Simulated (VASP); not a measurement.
Set up this calculation in VASP 6.6.1, as the native input.

- Task: single point
- Functional: r2SCAN
- Potentials or basis: VASP PAW PBE potentials, release 64 (Ta_pv)
- Cutoff: 520 eV
- k mesh: 16 × 16 × 16
- Occupations: gaussian, width 0.1 eV
- Spin: no spin polarisation
- Dipole correction: no
- Further INCAR settings: ALGO = Normal; EDIFF = 1e-06; NBANDS = 18

The system is Ta.

```
Ta
1.0
     3.43685    0.00000    0.00000
     0.00000    3.27162    0.00000
     0.00000    0.00000    3.27162
Ta
2
Direct
  0.00000 0.00000 0.00000
  0.50000 0.50000 0.50000
```

This cell differs from its parent crystal: uniaxial strain along a: +4.0 %.

These files were run (other wordings do the same):

POSCAR

```
Ta
1.0
    3.4368513154      0.0000000000      0.0000000000
    0.0000000000      3.2716180791      0.0000000000
    0.0000000000      0.0000000000      3.2716180791
Ta
2
Direct
    0.0000000000      0.0000000000      0.0000000000
    0.5000000000      0.5000000000      0.5000000000
```

INCAR.step1

```
SYSTEM = Ta
PREC     = Accurate       ! precision mode
ENCUT    = 520            ! plane-wave cutoff, eV
ISMEAR   = 0              ! smearing method
SIGMA    = 0.1            ! smearing width, eV
LREAL    = .False.        ! projectors in reciprocal space
LASPH    = .True.         ! aspherical terms in the spheres
NELM     = 100            ! most SCF steps
NBANDS   = 18             ! bands
GGA      = PE             ! functional
ALGO     = Normal         ! electronic algorithm
EDIFF    = 1E-4           ! SCF threshold, eV
LWAVE    = .True.         ! write WAVECAR
LCHARG   = .False.        ! write CHGCAR
```

INCAR.step2

```
SYSTEM = Ta
PREC     = Accurate       ! precision mode
ENCUT    = 520            ! plane-wave cutoff, eV
EDIFF    = 1E-6           ! SCF threshold, eV
ISMEAR   = 0              ! smearing method
SIGMA    = 0.1            ! smearing width, eV
LREAL    = .False.        ! projectors in reciprocal space
LASPH    = .True.         ! aspherical terms in the spheres
NELM     = 100            ! most SCF steps
ALGO     = Normal         ! electronic algorithm
ISIF     = 2              ! what is computed and relaxed
LWAVE    = .False.        ! write WAVECAR
LCHARG   = .True.         ! write CHGCAR
METAGGA  = R2SCAN         ! meta-GGA
LMIXTAU  = .True.       
LELF     = .True.         ! ELF
LVHAR    = .True.       
NBANDS   = 18             ! bands
ISTART   = 1
```

KPOINTS

```
Automatic mesh
0
Gamma
  16 16 16
  0 0 0
```

Potentials or basis: VASP PAW PBE potentials, release 64 (Ta_pv).

Launch:

```bash
$ cat potpaw_PBE.64/Ta_pv/POTCAR > POTCAR
$ cp INCAR.step1 INCAR
$ mpirun -np 1 vasp_std > vasp.out
$ cp INCAR.step2 INCAR
$ mpirun -np 1 vasp_std > vasp.out
```

Results of the run:

```json
{
  "Pressure": "-2.8 GPa",
  "Band gap on the k mesh": "zero (bands 11 and 12 overlap by 2.86 eV)"
}
```

Caveat: the cell differs from its parent crystal (uniaxial strain along a: +4.0 %); the PAW data sets were made with another functional, which shifts forces and pressure a little; spin-orbit coupling is left out, which moves the levels of the heavy elements.

Wall time 6.4 min on 1 thread of Intel(R) Xeon(R) 6975P-C (Granite Rapids), on a shared host, peak memory 0.32 GiB.
